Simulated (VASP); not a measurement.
Set up this calculation in VASP 6.6.1, as the native input.

| Property | Result |
| --- | --- |
| Task | single point |
| Functional | r2SCAN |
| Potentials or basis | VASP PAW PBE potentials, release 64 (Au, Al) |
| Cutoff | 520 eV |
| k mesh | 8 × 8 × 8 |
| Occupations | fermi-dirac, width 0.05 eV |
| Spin | no spin polarisation |
| Dipole correction | no |
| Further INCAR settings | ALGO = Normal; EDIFF = 1e-06; NBANDS = 16 |

Al2Au:

```
CELL_PARAMETERS angstrom
0.00000 3.00000 3.00000
3.00000 0.00000 3.00000
3.00000 3.00000 0.00000
ATOMIC_POSITIONS crystal
Au 0.00000 0.00000 0.00000
Al 0.75000 0.75000 0.75000
Al 0.25000 0.25000 0.25000
```

These files were run (other wordings do the same):

POSCAR

```
Al2Au
1.0
    0.0000000000      3.0000000000      3.0000000000
    3.0000000000      0.0000000000      3.0000000000
    3.0000000000      3.0000000000      0.0000000000
Au Al
1 2
Direct
    0.0000000000      0.0000000000      0.0000000000
    0.7500000000      0.7500000000      0.7500000000
    0.2500000000      0.2500000000      0.2500000000
```

INCAR.step1

```
ALGO = Normal
EDIFF = 1E-4
ENCUT = 520
GGA = PE
ISMEAR = -1
LASPH = T
LCHARG = F
LREAL = F
LWAVE = T
NBANDS = 16
NELM = 80
PREC = Accurate
SIGMA = 0.05
```

INCAR.step2

```
ALGO = Normal
EDIFF = 1E-6
ENCUT = 520
ISIF = 2
ISMEAR = -1
ISTART = 1
LASPH = T
LCHARG = F
LMIXTAU = T
LREAL = F
LWAVE = F
METAGGA = R2SCAN
NBANDS = 16
NELM = 80
PREC = Accurate
SIGMA = 0.05
```

KPOINTS

```
k-points
0
Gamma
  8 8 8
```

Potentials or basis: VASP PAW PBE potentials, release 64 (Au, Al).

Launch:

```bash
$ cat potpaw_PBE.64/Au/POTCAR potpaw_PBE.64/Al/POTCAR > POTCAR
$ cp INCAR.step1 INCAR
$ mpirun -np 1 vasp_std > vasp.out
$ cp INCAR.step2 INCAR
$ mpirun -np 1 vasp_std > vasp.out
```

It gave:

| Property | Result |
| --- | --- |
| Pressure | 0.1 GPa |

Caveat: the PAW data sets were made with another functional, which shifts forces and pressure a little.

It took 2.4 min on 1 thread of AMD EPYC 7R13, with other jobs on the host, peak memory 0.17 GiB.
